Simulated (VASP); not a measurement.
Crystal: BaTe.

```xyz
4
Lattice="6.0014 0.0000 0.0000 0.0000 6.0014 0.0000 0.0000 0.0000 4.2436" Properties=species:S:1:pos:R:3 pbc="T T T"
Ba    3.0007    0.0000    2.1216
Ba    0.0000    3.0007    2.1220
Te    0.0000    0.0000    0.0000
Te    3.0007    3.0007    0.0000
```

Base run:

| Quantity | Value |
| --- | --- |
| Program | VASP 6.6.1 |
| Functional | PBE |
| Dispersion | D4 |
| Potentials or basis | VASP PAW PBE potentials, release 64 (Ba_sv, Te) |
| Cutoff | 520 eV |
| k mesh | 6 × 6 × 8 |
| Occupations | gaussian, width 0.05 eV |
| Spin | no spin polarisation |

Its results: band gap on the k mesh 0.76 eV; pressure -0.8 GPa.

Question: The run is repeated on the same cell with these changes: dispersion from D4 to none. What comes out?

Answer: Band gap on the k mesh 0.76 eV; pressure 0.5 GPa.

Dispersion adds attraction, which lowers the pressure at fixed volume and, as a term added to the energy, leaves the levels alone.

Caveats: spin-orbit coupling is left out, which moves the levels of the heavy elements.

A k mesh can miss the band edges.
